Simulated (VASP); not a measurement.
Runs of VASP 6.6.1 on LiF. The structure is that of space group P6_3mc (No. 186), or close to it. The cells are those of the table. 

| cell | gap on the mesh (eV) | largest force (eV/Å) |
| --- | --- | --- |
| a = 2.950, b = 2.950, c = 5.064 Å, angles 90.0, 90.0, 120.0°, 4 atoms | 8.10 | 0.33 |
| a = 3.297, b = 3.297, c = 4.583 Å, angles 90.0, 90.0, 120.0°, 4 atoms | 7.29 | (a) |
| a = 3.087, b = 3.087, c = 4.422 Å, angles 90.0, 90.0, 120.0°, 4 atoms | 8.16 | 0.71 |
| a = 2.833, b = 2.833, c = 5.012 Å, angles 90.0, 90.0, 120.0°, 4 atoms | 8.55 | 0.62 |
| a = 3.252, b = 3.252, c = 5.255 Å, angles 90.0, 90.0, 120.0°, 4 atoms | 6.90 | (c) |
| a = 2.979, b = 2.979, c = 4.533 Å, angles 90.0, 90.0, 120.0°, 4 atoms | 8.51 | (d) |
| a = 2.980, b = 2.980, c = 4.963 Å, angles 90.0, 90.0, 120.0°, 4 atoms | 8.09 | 0.24 |
| a = 3.003, b = 3.003, c = 5.312 Å, angles 90.0, 90.0, 120.0°, 4 atoms | (b) | 0.25 |

Alike in all rows: task single point; level PBE; potentials or basis VASP PAW PBE potentials, release 64 (Li_sv, F); no spin polarisation; k mesh 9 × 9 × 6; cutoff (eV) 520; smearing gaussian 0.05 eV.

Question: Estimate the missing entries.

Answer: (a) 0.51; (b) 7.60; (c) 0.04; (d) 0.26.

A k mesh can miss the band edges.
